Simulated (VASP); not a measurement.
A run of VASP 6.6.1 is set up as follows.

INCAR

```
SYSTEM = Pd
PREC = Accurate ; ENCUT = 520
EDIFF = 1E-7 ; ISMEAR = -1
SIGMA = 0.05 ; LREAL = .FALSE.
LASPH = .TRUE. ; NELM = 100
ALGO = Normal ; ISIF = 2
LWAVE = .FALSE. ; LCHARG = .TRUE.
GGA = PE ; IVDW = 13
LELF = .TRUE. ; LVHAR = .TRUE.
NBANDS = 11
```

Contents of KPOINTS:

```
regular mesh
0
G
  12 12 12
  0 0 0
```

File POSCAR:

```
Pd
1.0
    0.0000000000      1.9721147795      1.9721147795
    1.9721147795      0.0000000000      1.9721147795
    1.9721147795      1.9721147795      0.0000000000
Pd
1
Direct
    0.0000000000      0.0000000000      0.0000000000
```

Potentials or basis: VASP PAW PBE potentials, release 64 (Pd).

Launch:

```sh
$ cat potpaw_PBE.64/Pd/POTCAR > POTCAR
$ mpirun -np 1 vasp_std > vasp.out
```

Task: Estimate the pressure.

Result: -5.3 GPa.

Task: Estimate the band gap on the k mesh.

Result: Zero (band 5 reaches 9.39 eV, above the bottom of band 6 at 7.91 eV).

Task: What does it give for the dispersion energy per atom?

Result: -0.475 eV.

Caveat: pairwise dispersion overbinds metals, which lowers pressure and volume.
